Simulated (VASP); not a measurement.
The system is CdSe.

```xyz
4
Lattice="4.3000 0.0000 0.0000 -2.1500 3.7239 0.0000 0.0000 0.0000 7.0200" Properties=species:S:1:pos:R:3 pbc="T T T"
Cd    0.0000    2.4826    0.0000
Cd    2.1500    1.2413    3.5100
Se    0.0000    2.4826    2.7027
Se    2.1500    1.2413    6.2127
```

| Property | Result |
| --- | --- |
| Program | VASP 6.6.1 |
| Task | relaxation of cell and atoms |
| Functional | PBE |
| Potentials or basis | VASP PAW PBE potentials, release 64 (Cd, Se) |
| Cutoff | 600 eV |
| k mesh | 6 × 6 × 4 |
| Occupations | gaussian, width 0.02 eV |
| Spin | no spin polarisation |

At the start: pressure 3.3 GPa; volume 28.10 Å³/atom.

Task: How do energy, volume and symmetry change on relaxing?

Result: Over 12 steps the energy falls by 22.0 meV/atom and the volume is 29.90 Å³/atom (+6.4 %); space group P6_3mc (No. 186, to 0.1 Å) before and after.

Step by step:
```csv
step,energy change (eV),largest force (eV/Å),pressure (GPa),volume (Å³)
1,0.0000,0.2922,3.30,112.41
2,-0.0776,0.0479,-0.87,122.08
3,-0.0840,0.0922,-0.08,119.81
4,-0.0840,0.0891,-0.13,119.97
5,-0.0854,0.0558,-0.06,119.78
6,-0.0861,0.0079,0.03,119.53
7,-0.0873,0.0092,0.04,119.51
8,-0.0881,0.0112,0.06,119.46
9,-0.0881,0.0001,-0.04,119.73
10,-0.0881,0.0038,-0.01,119.64
11,-0.0881,0.0035,-0.01,119.64
12,-0.0881,0.0005,0.00,119.61
```

Final structure:
```xyz
4
Lattice="4.3908 0.0000 0.0000 -2.1954 3.8026 0.0000 0.0000 0.0000 7.1636" Properties=species:S:1:pos:R:3 pbc="T T T"
Cd    0.0000    2.5350    0.0330
Cd    2.1954    1.2675    3.6148
Se    0.0000    2.5350    2.7250
Se    2.1954    1.2675    6.3068
```
